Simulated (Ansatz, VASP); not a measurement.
C: VASP beside Ansatz

```
CELL_PARAMETERS angstrom
0.04290 1.78012 1.78012
1.78012 0.04290 1.78012
1.82303 1.82303 0.00000
ATOMIC_POSITIONS crystal
C 0.00039 0.00039 0.99961
C 0.24961 0.24961 0.25039
```

Change from the starting cell: shear_xy strain +4.8%.

Alike in both runs: task single point; functional r2SCAN; k mesh 12 × 12 × 12; no spin polarisation.

|  | VASP | Ansatz |
| --- | --- | --- |
| version | VASP 6.6.1 | Ansatz 0.2.0 |
| potentials or method | VASP PAW PBE potentials, release 64 (C) | plane waves, PAW |
| plane-wave cutoff (eV) | 520 | 500 |
| occupations | gaussian, width 0.01 eV | fixed |
| valence electrons in the cell | 8 | 8 |

|  | VASP | Ansatz | Ansatz less VASP |
| --- | --- | --- | --- |
| gap on the k mesh at the Fermi level (eV) | 3.98 | 4.00 | +0.024 |
| pressure (GPa) | 2.3 | 1.2 | -1.13 |
| traceless stress, the component that is largest in VASP (GPa) | -28.53 | -28.35 | +0.182 |
| rms of the force components (eV/Å) | 0.010 | 0.000 | -0.0103 |

VASP's potentials were made for PBE, not for r2SCAN. Atom by atom the forces differ by 0.010 eV/Å (rms over components).
